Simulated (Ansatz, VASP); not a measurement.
# BiP in VASP and in Ansatz

File INCAR:

```
  ALGO = Normal
  EDIFF = 1E-6
  ENCUT = 520
  GGA = PE
  ISIF = 2
  ISMEAR = 0
  LASPH = T
  LCHARG = F
  LREAL = F
  LWAVE = F
  NBANDS = 17
  NELM = 80
  PREC = Accurate
  SIGMA = 0.05
```

The input KPOINTS:

```
k-points
0
Gamma
  6 6 6
```

POSCAR

```
BiP
1.0
    3.5763538321      0.0000000000      0.0000000000
    0.0000000000      3.5763538321      0.0000000000
    0.0000000000      0.0000000000      3.5763538321
Bi P
1 1
Direct
    0.0000000000      0.0000000000      0.0000000000
    0.5000000000      0.5000000000      0.5000000000
```

Input for Ansatz:

```yaml
crystal:
  lattice:
    - [3.5763538321, 0.0, 0.0]
    - [0.0, 3.5763538321, 0.0]
    - [0.0, 0.0, 3.5763538321]
  atoms:
    - { symbol: Bi, position: [0.0, 0.0, 0.0] }
    - { symbol: P, position: [0.5, 0.5, 0.5] }
basis:
  ecutwfc: 420
  ecutrho_ratio: 4
kpoints:
  mp_grid: { grid: [6, 6, 6] }
hamiltonian:
  xc: pbe
scf:
  occupations: { method: gaussian, width: 0.05 }
output:
  forces: true
  stress: true
  eigenvalues: true
```

Alike in both runs: task single point; functional PBE; k mesh 6 × 6 × 6; occupations gaussian, width 0.05 eV; no spin polarisation.

|  | VASP | Ansatz |
| --- | --- | --- |
| version | VASP 6.6.1 | Ansatz 0.2.0 |
| potentials or method | VASP PAW PBE potentials, release 64 (Bi_d, P), cutoff 520 eV | scalar-relativistic, plane waves, PAW |
| valence electrons in the cell | 20 | 20 |

VASP gave:

| Quantity | Value |
| --- | --- |
| gap on the k mesh at the Fermi level (eV) | none |
| pressure (GPa) | 0.9 |

Task: Estimate Ansatz's values.

Result: gap on the k mesh at the Fermi level (eV): none; pressure (GPa): 1.0.

A gap of «none» marks a metal or a gap that the smearing closes. The functional is the same, so the differences come from potentials, cutoffs and numerics.

Spin-orbit coupling is off throughout.
